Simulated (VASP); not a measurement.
# Sn in VASP: notebook

The runs below take Sn through single point, with PBE.

Everything below comes from runs of VASP 6.6.1. Logs are shortened: lines on timing, memory, paths and dates and some standing lists are left out, and cuts for length are marked.

## 1. The cell of the first run

The structure is tetragonal, space group I4_1/amd (No. 141). Conventional cell: a = 4.614 Å, b = 4.614 Å, c = 6.776 Å, α = 90.00°, β = 90.00°, γ = 90.00°. Sn (site symmetry -4m2) has 4 Sn at 2.86 Å within 3.8 Å.

## 2. Single point, PBE (biaxial strain in the a-b plane: -2.0 %, then relaxed in part)

Contents of INCAR:

```
SYSTEM = Sn
  PREC = Accurate
  ENCUT = 520
  EDIFF = 1E-6
  ISMEAR = 0
  SIGMA = 0.1
  LREAL = .False.
  LASPH = .True.
  NELM = 80
  ALGO = Fast
  ISIF = 2
  LWAVE = .False.
  LCHARG = .False.
  GGA = PE
  NBANDS = 36
```

Contents of KPOINTS:

```
regular mesh
0
Gamma
  10 10 6
  0 0 0
```

Contents of POSCAR:

```
Sn
1.0
    3.2625235296      3.2625235296      0.0000000000
   -3.2625235296      3.2625235296      0.0000000000
    0.0000000000      0.0000000000      6.7757502682
Sn
4
Direct
    0.0000000000      0.0000000000      0.5000000000
    0.0000000000      0.5000000000      0.2500000000
    0.5000000000      0.5000000000      0.0000000000
    0.5000000000      0.0000000000      0.7500000000
```

Potentials or basis: VASP PAW PBE potentials, release 64 (Sn_d).

On the command line:

```
$ cat potpaw_PBE.64/Sn_d/POTCAR > POTCAR
$ mpirun -np 1 vasp_std > vasp.out
```

OUTCAR:

```text
SYSTEM = Sn
   PREC = Accurate
   ENCUT = 520
   EDIFF = 1E-6
   ISMEAR = 0
   LREAL = .False.
   LASPH = .True.
   NELM = 80
   ISIF = 2
   GGA = PE

 ion  position               nearest neighbor table
   1  0.000  0.000  0.500-   2 2.86   4 2.86   2 2.86   4 2.86
   2  0.000  0.500  0.250-   1 2.86   3 2.86   1 2.86   3 2.86
   3  0.500  0.500  0.000-   2 2.86   4 2.86   4 2.86   2 2.86
   4  0.500  0.000  0.750-   1 2.86   3 2.86   3 2.86   1 2.86

  LATTYP: Found a simple tetragonal cell.
 ALAT       =     4.6139050231
 C/A-ratio  =     1.4685500101

  Lattice vectors:

 A1 = (   3.2625235296,   3.2625235296,   0.0000000000)
 A2 = (  -3.2625235296,   3.2625235296,   0.0000000000)
 A3 = (   0.0000000000,   0.0000000000,   6.7757502682)

Analysis of symmetry for initial positions (statically):
=====================================================================
 Subroutine PRICEL returns following result:

  LATTYP: Found a body centered tetragonal cell.
 ALAT       =     4.6139050231
 C/A-ratio  =     1.4685500101

  Lattice vectors:

 A1 = (   3.2625235296,   0.0000000000,  -3.3878751341)
 A2 = (  -3.2625235296,   0.0000000000,  -3.3878751341)
 A3 = (   0.0000000000,   3.2625235296,   3.3878751341)

   2 primitive cells build up your supercell.

 Routine SETGRP: Setting up the symmetry group for a
 simple tetragonal supercell.

 Subroutine GETGRP returns: Found 16 space group operations
 (whereof  8 operations were pure point group operations)
 out of a pool of 16 trial point group operations.

The static configuration has the point symmetry D_2d.
 The point group associated with its full space group is D_4h.

Analysis of symmetry for dynamics (positions and initial velocities):
=====================================================================
 Subroutine PRICEL returns following result:

  LATTYP: Found a body centered tetragonal cell.
 ALAT       =     4.6139050231
 C/A-ratio  =     1.4685500101

  Lattice vectors:

 A1 = (   3.2625235296,   0.0000000000,  -3.3878751341)
 A2 = (  -3.2625235296,   0.0000000000,  -3.3878751341)
 A3 = (   0.0000000000,   3.2625235296,   3.3878751341)

   2 primitive cells build up your supercell.

 Routine SETGRP: Setting up the symmetry group for a
 simple tetragonal supercell.

 Subroutine GETGRP returns: Found 16 space group operations
 (whereof  8 operations were pure point group operations)
 out of a pool of 16 trial point group operations.

The dynamic configuration has the point symmetry D_2d.
 The point group associated with its full space group is D_4h.

 Subroutine INISYM returns: Found 16 space group operations
 (whereof  8 operations are pure point group operations),
 and found     2 'primitive' translations

----------------------------------------------------------------------------------------

                                     Primitive cell

  volume of cell :      72.1215

  direct lattice vectors                    reciprocal lattice vectors
     3.262523530  0.000000000 -3.387875134     0.153255600  0.153255600 -0.147585132
    -3.262523530  0.000000000 -3.387875134    -0.153255600  0.153255600 -0.147585132
     0.000000000  3.262523530  3.387875134     0.000000000  0.306511199  0.000000000

  length of vectors
     4.703377266  4.703377266  4.703377266     0.262213518  0.262213518  0.306511199

  position of ions in fractional coordinates (direct lattice)
     0.500000000  0.500000000  0.000000000
     0.750000000  0.250000000  0.500000000

  ion indices of the primitive-cell ions
   primitive index   ion index
                 1           1
                 2           2

----------------------------------------------------------------------------------------

 KPOINTS: regular mesh

Automatic generation of k-mesh.
 Grid dimensions read from file:
 generate k-points for:   10   10    6

 Generating k-lattice:

  Cartesian coordinates                     Fractional coordinates (reciprocal lattice)
     0.015325560  0.015325560  0.000000000     0.100000000  0.000000000  0.000000000
    -0.015325560  0.015325560  0.000000000     0.000000000  0.100000000  0.000000000
     0.000000000  0.000000000  0.024597522     0.000000000  0.000000000  0.166666667

  Length of vectors
     0.021673615  0.021673615  0.024597522

  Shift w.r.t. Gamma in fractional coordinates (k-lattice)
     0.000000000  0.000000000  0.000000000

 Subroutine IBZKPT returns following result:
 ===========================================

 Found     84 irreducible k-points:

 Following reciprocal coordinates:
            Coordinates               Weight
  0.000000  0.000000  0.000000      1.000000
  0.100000  0.000000  0.000000      4.000000
  0.200000  0.000000  0.000000      4.000000
  0.300000  0.000000  0.000000      4.000000
  0.400000  0.000000  0.000000      4.000000
  0.500000  0.000000  0.000000      2.000000
[... 16 lines left out ...]
  0.100000  0.000000  0.166667      8.000000
  0.200000  0.000000  0.166667      8.000000
 [... further k-points ...]
   k-points           NKPTS =     84   k-points in BZ     NKDIM =     84   number of bands    NBANDS=     36
   number of dos      NEDOS =    301   number of ions     NIONS =      4
   total plane-waves  NPLWV =  64800
   dimension x,y,z NGX =    36 NGY =   36 NGZ =   50
   dimension x,y,z NGXF=    72 NGYF=   72 NGZF=  100
   ions per type =               4
   NGX,Y,Z   is equivalent  to a cutoff of  12.97, 12.97, 12.27 a.u.
   NGXF,Y,Z  is equivalent  to a cutoff of  25.94, 25.94, 24.54 a.u.
 SYSTEM =  Sn
   PREC   = accura    normal or accurate (medium, high low for compatibility)
   ISTART =      0    job   : 0-new  1-cont  2-samecut
   ICHARG =      2    charge: 1-file 2-atom 10-const
   ISPIN  =      1    spin polarized calculation?
   LNONCOLLINEAR =      F non collinear calculations
   LSORBIT =      F    spin-orbit coupling
   LASPH  =      T    aspherical Exc in radial PAW
   ENCUT  =  520.0 eV  38.22 Ry    6.18 a.u.   8.58  8.58 12.60*2*pi/ulx,y,z
   NELM   =     80;   NELMIN=  2; NELMDL= -5     # of ELM steps
   EDIFF  = 0.1E-05   stopping-criterion for ELM
   LREAL  =      F    real-space projection
   EDIFFG = 0.1E-04   stopping-criterion for IOM
   NSW    =      0    number of steps for IOM
   IBRION =     -1    ionic relax: 0-MD 1-quasi-New 2-CG
   NFREE  =      0    steps in history (QN), initial steepest desc. (CG)
   ISIF   =      2    stress and relaxation
   ISYM   =      2    0-nonsym 1-usesym 2-fastsym
   POTIM  = 0.5000    time-step for ionic-motion
   TEBEG  =    0.0;   TEEND  =   0.0 temperature during run
   PSTRESS=    0.0 pullay stress
   NELECT =      56.0000    total number of electrons
   NUPDOWN=      -1.0000    fix difference up-down
   EMIN   =  10.00;   EMAX   =-10.00  energy-range for DOS
   EFERMI =   0.00;   METHOD = LEGACY
   ISMEAR =     0;   SIGMA  =   0.10  broadening in eV -4-tet -1-fermi 0-gaus
   EFERMI_NEDOS =   21; number of points for ismear=-14 and -15
   IALGO  =     68    algorithm
   IMIX   =      4    mixing-type and parameters
     AMIX     =   0.40;   BMIX     =  1.00
     AMIX_MAG =   1.60;   BMIX_MAG =  1.00
  volume/ion in A,a.u.               =      36.06       243.35
  Fermi-wavevector in a.u.,A,eV,Ry     =   1.194279  2.256861 19.406034  1.426303
  Thomas-Fermi vector in A             =   2.330273
   LORBIT       =      0    0 simple, 1 ext, 2 COOP (PROOUT), +10 PAW based schemes
   GGA     = PE    functional components
   LHFCALC =     F    Hartree Fock is set to
   AEXX    =    0.0000 exact exchange contribution
   IVDW    =     0    specifies the selected vdW correction
   LEPSILON=     F    determine dielectric tensor
   LRPA    =     F    only Hartree local field effects (RPA)
 non-spin polarized calculation
 RMM-DIIS sequential band-by-band and
 Gauss-broadening in eV      SIGMA  =   0.10
  energy-cutoff  :      520.00
  volume of cell :      144.24
 maximum number of plane-waves:      3905
 NGX is ok and might be reduce to    36
   NGX = 17   NGY = 17   NGZ = 25

 number of electron      56.0000022 magnetization

 Free energy of the ion-electron system (eV)
  ---------------------------------------------------
  ext. energy  EPLUGINS =         0.00000000
  ---------------------------------------------------
  free energy    TOTEN  =       -15.36550099 eV

  energy without entropy =      -15.36422772  energy(sigma->0) =      -15.36486436

 E-fermi :   5.1196     XC(G=0):  -8.6427

 val. band max:        5.0735488778   @ k =   0.2000   0.0000   0.0000
 cond. band min:       5.2002324284   @ k =   0.4000   0.0000   0.3333
 fundamental gap:      0.1266835506
 Fermi energy:         5.1196309200

 k-point     1 :       0.0000    0.0000    0.0000
  band No.  band energies     occupation
      1     -16.5532      2.00000
      2     -16.5532      2.00000
      3     -16.5041      2.00000
      4     -16.5041      2.00000
      5     -16.4924      2.00000
      6     -16.4493      2.00000
[... 28 lines left out ...]
     35      10.0689      0.00000
     36      12.4793      0.00000

 k-point     2 :       0.1000    0.0000    0.0000
  band No.  band energies     occupation
      1     -16.5575      2.00000
      2     -16.5532      2.00000
      3     -16.5095      2.00000
      4     -16.5024      2.00000
      5     -16.4949      2.00000
      6     -16.4452      2.00000
[... 28 lines left out ...]
     35      10.4105      0.00000
     36      11.9037      0.00000

 k-point     3 :       0.2000    0.0000    0.0000
  band No.  band energies     occupation
      1     -16.5639      2.00000
      2     -16.5530      2.00000
      3     -16.5207      2.00000
      4     -16.5025      2.00000
      5     -16.4957      2.00000
      6     -16.4351      2.00000
[... 28 lines left out ...]
     35      11.0236      0.00000
     36      11.2322      0.00000
[... 742 lines left out ...]
 k-point    23 :       0.1000    0.0000    0.1667
  band No.  band energies     occupation
      1     -16.5546      2.00000
      2     -16.5503      2.00000
      3     -16.5122      2.00000
      4     -16.5095      2.00000
      5     -16.4970      2.00000
      6     -16.4618      2.00000
[... 28 lines left out ...]
     35      10.7782      0.00000
     36      11.1800      0.00000

 k-point    24 :       0.2000    0.0000    0.1667
  band No.  band energies     occupation
      1     -16.5607      2.00000
      2     -16.5502      2.00000
      3     -16.5215      2.00000
      4     -16.5108      2.00000
      5     -16.4930      2.00000
      6     -16.4503      2.00000
[... 28 lines left out ...]
     35      10.2337      0.00000
     36      10.8890      0.00000

 [... further k-points ...]

------------------------ aborting loop because EDIFF is reached ----------------------------------------

  FORCE on cell =-STRESS in cart. coord.  units (eV):
  Direction    XX          YY          ZZ          XY          YZ          ZX
  --------------------------------------------------------------------------------------
  -------------------------------------------------------------------------------------
  Total        1.0278708      1.0278708     -0.0420458      0.0000000      0.0000000     -0.0000000
  in kB       11.4170633     11.4170633     -0.4670231      0.0000000      0.0000000     -0.0000000
  external PRESSURE =       7.4557012 kB  Pullay stress =       0.0000000 kB

 VOLUME and BASIS-vectors are now :
 -----------------------------------------------------------------------------
  energy-cutoff  :      520.00
  volume of cell :      144.24
      direct lattice vectors                 reciprocal lattice vectors
     3.262523530  3.262523530  0.000000000     0.153255600  0.153255600  0.000000000
    -3.262523530  3.262523530  0.000000000    -0.153255600  0.153255600  0.000000000
     0.000000000  0.000000000  6.775750268     0.000000000  0.000000000  0.147585132

 POSITION                                       TOTAL-FORCE (eV/Angst)
 -----------------------------------------------------------------------------------
      0.00000      0.00000      3.38788         0.000000      0.000000      0.000000
     -1.63126      1.63126      1.69394        -0.000000     -0.000000      0.000000
      0.00000      3.26252      0.00000         0.000000      0.000000      0.000000
      1.63126      1.63126      5.08181        -0.000000     -0.000000     -0.000000
 -----------------------------------------------------------------------------------
    total drift:                               -0.000000      0.000000      0.000000

  FREE ENERGIE OF THE ION-ELECTRON SYSTEM (eV)
  ---------------------------------------------------
  free  energy   TOTEN  =       -15.3655009929 eV

  energy  without entropy=      -15.3642277196  energy(sigma->0) =      -15.36486436
```

It took 9.5 min on 1 thread of Intel Xeon 8259CL, shared host; peak memory 0.44 GiB.

What came out:

| Quantity | Value |
| --- | --- |
| Free energy | -15.3655 eV |
| Pressure | 0.7 GPa |
| Band gap on the k mesh | zero (bands 28 and 29 overlap by 0.29 eV) |

Stress tensor (GPa, compression positive):
```
 1.14  0.00  0.00
 0.00  1.14  0.00
 0.00  0.00 -0.05
```

Caveat: the cell differs from its parent crystal (biaxial strain in the a-b plane: -2.0 %, then relaxed in part); spin-orbit coupling is left out, which moves the levels of the heavy elements.

(Part 1 of 2 ends here.)
